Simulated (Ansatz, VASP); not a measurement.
## One calculation of Si, two programs

```
CELL_PARAMETERS angstrom
0.00000 2.72964 2.69495
2.72964 0.00000 2.69495
2.72964 2.72964 0.00000
ATOMIC_POSITIONS crystal
Si 0.00000 0.00000 0.00000
Si 0.25000 0.25000 0.25000
```

Change from the starting cell: strained cell.

Alike in both runs: functional r2SCAN; k mesh 8 × 8 × 8; occupations gaussian, width 0.02 eV; no spin polarisation.

Ansatz relaxed the structure, and its values are those at the end. VASP's run is a single point on that final structure, the one shown.

|  | VASP | Ansatz |
| --- | --- | --- |
| version | VASP 6.6.1 | Ansatz 0.2.0 |
| potentials or method | VASP PAW PBE potentials, release 64 (Si), cutoff 550 eV | scalar-relativistic, plane waves, PAW |
| valence electrons in the cell | 8 | 8 |

|  | VASP | Ansatz | Ansatz less VASP |
| --- | --- | --- | --- |
| gap on the k mesh at the Fermi level (eV) | 0.67 | 0.66 | -0.015 |
| least direct gap on the mesh (eV) | 2.66 | 2.64 | -0.016 |
| pressure (GPa) | 0.2 | 0.4 | +0.24 |

VASP's potentials were made for PBE, not for r2SCAN. The functional is the same, so the differences come from potentials, cutoffs and numerics. Ansatz's warnings: stress scf threshold loose.
